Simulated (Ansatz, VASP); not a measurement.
One calculation of BN, two programs

The input INCAR:

```
SYSTEM = BN
PREC     = Accurate       ! precision mode
ENCUT    = 600            ! plane-wave cutoff, eV
EDIFF    = 1E-6           ! SCF threshold, eV
ISMEAR   = 0              ! smearing method
SIGMA    = 0.01           ! smearing width, eV
LREAL    = .FALSE.        ! projectors in reciprocal space
LASPH    = .TRUE.         ! aspherical terms in the spheres
NELM     = 120            ! most SCF steps
ALGO     = Normal         ! electronic algorithm
ISIF     = 2              ! what is computed and relaxed
LWAVE    = .FALSE.        ! write WAVECAR
LCHARG   = .FALSE.        ! write CHGCAR
GGA      = PE             ! functional
NBANDS   = 11             ! bands
GGA_COMPAT= .FALSE.
```

File KPOINTS:

```
Automatic mesh
0
G
  12 12 12
  0 0 0
```

Contents of POSCAR:

```
BN
1.0
    0.0000000000      1.8106875000      1.8106875000
    1.8106875000      0.0000000000      1.8106875000
    1.8106875000      1.8106875000      0.0000000000
B N
1 1
Direct
    0.0000000000      0.0000000000      0.0000000000
    0.2500000000      0.2500000000      0.2500000000
```

Input for Ansatz:

```yaml
crystal:
  lattice:
    - [0.0, 1.8106875, 1.8106875]
    - [1.8106875, 0.0, 1.8106875]
    - [1.8106875, 1.8106875, 0.0]
  atoms:
    - { symbol: B, position: [0.0, 0.0, 0.0] }
    - { symbol: "N", position: [0.25, 0.25, 0.25] }
scf:
  occupations: { method: fixed }
output:
  stress: true
hamiltonian:
  xc: pbe
kpoints:
  mp_grid: { grid: [12, 12, 12] }
```

Alike in both runs: task single point; functional PBE; k mesh 12 × 12 × 12; no spin polarisation.

```csv
,VASP,Ansatz
version,VASP 6.6.1,Ansatz 0.2.0
potentials or method,"VASP PAW PBE potentials, release 64 (B, N)","scalar-relativistic, plane waves, PAW"
plane-wave cutoff (eV),600,420
occupations,"gaussian, width 0.01 eV",fixed
valence electrons in the cell,8,8
```

|  | VASP | Ansatz | Ansatz less VASP |
| --- | --- | --- | --- |
| pressure (GPa) | 1.0 | 1.0 | +0.02 |
